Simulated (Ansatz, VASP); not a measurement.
# Two plane-wave programs on BaZrO3

```
Ba Zr O
1.0
     4.07503    0.00000    0.00000
     0.00000    4.07503    0.00000
     0.00000    0.00000    4.07503
Ba Zr O
1 1 3
Direct
  0.00000 0.00000 0.00000
  0.50000 0.50000 0.50000
  0.00000 0.50000 0.50000
  0.50000 0.00000 0.50000
  0.50000 0.50000 0.00000
```

Alike in both runs: task single point; functional r2SCAN; k mesh 6 × 6 × 6; occupations gaussian, width 0.02 eV; no spin polarisation.

|  | VASP | Ansatz |
| --- | --- | --- |
| version | VASP 6.6.1 | Ansatz 0.2.0 |
| potentials or method | VASP PAW PBE potentials, release 64 (Ba_sv, Zr_sv, O_h), cutoff 1480 eV | scalar-relativistic, plane waves, PAW |
| valence electrons in the cell | 40 | 40 |

VASP gave:

| Item | Value |
| --- | --- |
| gap on the k mesh at the Fermi level (eV) | 3.91 |
| least direct gap on the mesh (eV) | 4.03 |
| pressure (GPa) | 20.3 |

Question: What did Ansatz give for the same quantities?

Answer: gap on the k mesh at the Fermi level (eV): 3.97; least direct gap on the mesh (eV): 4.05; pressure (GPa): 18.9.

VASP's potentials were made for PBE, not for r2SCAN.

Neither program's run includes spin-orbit coupling.
